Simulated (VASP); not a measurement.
Set up this calculation in VASP 6.6.1, as the native input.

```
Task                   : single point
Functional             : PBE
Potentials or basis    : VASP PAW PBE potentials, release 64 (C, Pt)
Cutoff                 : 520 eV
k mesh                 : 2 × 2 × 1
Occupations            : gaussian, width 0.02 eV
Spin                   : no spin polarisation
Dipole correction      : no
Further INCAR settings : LREAL = Auto; ALGO = Normal; EDIFF = 1e-07; NBANDS = 56
```

The structure of PtC18 lies in POSCAR:

```
PtC18
1.0
    7.3980000000      0.0000000000      0.0000000000
   -3.6990000000      6.4068560000      0.0000000000
    0.0000000000      0.0000000000     12.0000000000
C Pt
18 1
Direct
   -0.0054869024     -0.0085539616      0.0856454167
    0.2167576104      0.1014873754      0.0805965000
   -0.0055015578      0.3224475468      0.0857505833
    0.2168315399      0.4348515091      0.0806999167
   -0.0029808193      0.6582119217      0.0946984167
    0.2215489370      0.7705863843      0.0826788333
    0.3282650406     -0.0092463449      0.0792177500
    0.5508146515      0.1019615549      0.0802130000
    0.3270160822      0.3232627673      0.0780220000
    0.5499620402      0.4347878273      0.0784984167
    0.3282962429      0.6569804285      0.0793178333
    0.5507820349      0.7684070003      0.0802912500
    0.6608396170     -0.0097998144      0.0826254167
    0.8838991314      0.1017163489      0.0843296667
    0.6593136923      0.3225700718      0.0825342500
    0.8821934333      0.4321178750      0.0931982500
    0.6592689923      0.6561851866      0.0825972500
    0.8822804688      0.7695701292      0.0932185000
    0.9407877277      0.6300428791      0.2608664167
```

One way to write it, as run:

INCAR

```
SYSTEM = PtC18
PREC     = Accurate       ! precision mode
ENCUT    = 520            ! plane-wave cutoff, eV
EDIFF    = 1E-7           ! SCF threshold, eV
ISMEAR   = 0              ! smearing method
SIGMA    = 0.02           ! smearing width, eV
LREAL    = Auto         
LASPH    = .TRUE.         ! aspherical terms in the spheres
NELM     = 80             ! most SCF steps
ALGO     = Normal         ! electronic algorithm
ISIF     = 2              ! what is computed and relaxed
LWAVE    = .FALSE.        ! write WAVECAR
LCHARG   = .FALSE.        ! write CHGCAR
GGA      = PE             ! functional
NBANDS   = 56             ! bands
```

KPOINTS

```
regular mesh
0
G
  2 2 1
  0 0 0
```

Potentials or basis: VASP PAW PBE potentials, release 64 (C, Pt).

Run with:

```console
$ cat potpaw_PBE.64/C/POTCAR potpaw_PBE.64/Pt/POTCAR > POTCAR
$ mpirun -np 1 vasp_std > vasp.out
```

Results of the run:

- Largest force: 0.093 eV/Å
- Band gap on the k mesh: 0.18 eV, direct

Caveat: the k points lie up to 0.49 Å⁻¹ apart; spin-orbit coupling is left out, which moves the levels of the heavy elements.

It took 3.4 min on 1 thread of Intel(R) Xeon(R) 6975P-C (Granite Rapids) (shared host), peak memory 0.57 GiB.
